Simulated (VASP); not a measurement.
A run of VASP 6.6.1:

The input INCAR:

```
SYSTEM = BaZrO3
PREC     = Accurate       ! precision mode
ENCUT    = 910            ! plane-wave cutoff, eV
EDIFF    = 1E-6           ! SCF threshold, eV
ISMEAR   = 0              ! smearing method
SIGMA    = 0.1            ! smearing width, eV
LREAL    = .FALSE.        ! projectors in reciprocal space
LASPH    = .TRUE.         ! aspherical terms in the spheres
NELM     = 120            ! most SCF steps
ALGO     = Normal         ! electronic algorithm
ISIF     = 2              ! what is computed and relaxed
LWAVE    = .FALSE.        ! write WAVECAR
LCHARG   = .FALSE.        ! write CHGCAR
GGA      = PE             ! functional
NBANDS   = 28             ! bands
GGA_COMPAT= .FALSE.
```

Contents of KPOINTS:

```
regular mesh
0
G
  4 4 4
  0 0 0
```

POSCAR

```
BaZrO3
1.0
    4.1814999600      0.0000000000      0.0000000000
    0.0000000000      4.1814999600      0.0000000000
    0.0000000000      0.0000000000      4.1814999600
Ba Zr O
1 1 3
Direct
    0.5000000000      0.5000000000      0.5000000000
    0.0000000000      0.0000000000      0.0000000000
    0.5000000000      0.0000000000      0.0000000000
    0.0000000000      0.5000000000      0.0000000000
    0.0000000000      0.0000000000      0.5000000000
```

Potentials or basis: VASP PAW PBE potentials, release 64 (Ba_sv, Zr_sv, O_h).

Command:

```console
$ cat potpaw_PBE.64/Ba_sv/POTCAR potpaw_PBE.64/Zr_sv/POTCAR potpaw_PBE.64/O_h/POTCAR > POTCAR
$ mpirun -np 1 vasp_std > vasp.out
```

Hardware: 1 thread of Intel(R) Xeon(R) 6975P-C (Granite Rapids), with other jobs on the host.

Problem. Estimate the wall time of this run.

Solution. It took 30 s on 1 thread of Intel(R) Xeon(R) 6975P-C (Granite Rapids) (shared host), peak memory 0.27 GiB. Counts: scf iterations 15, k points 10.
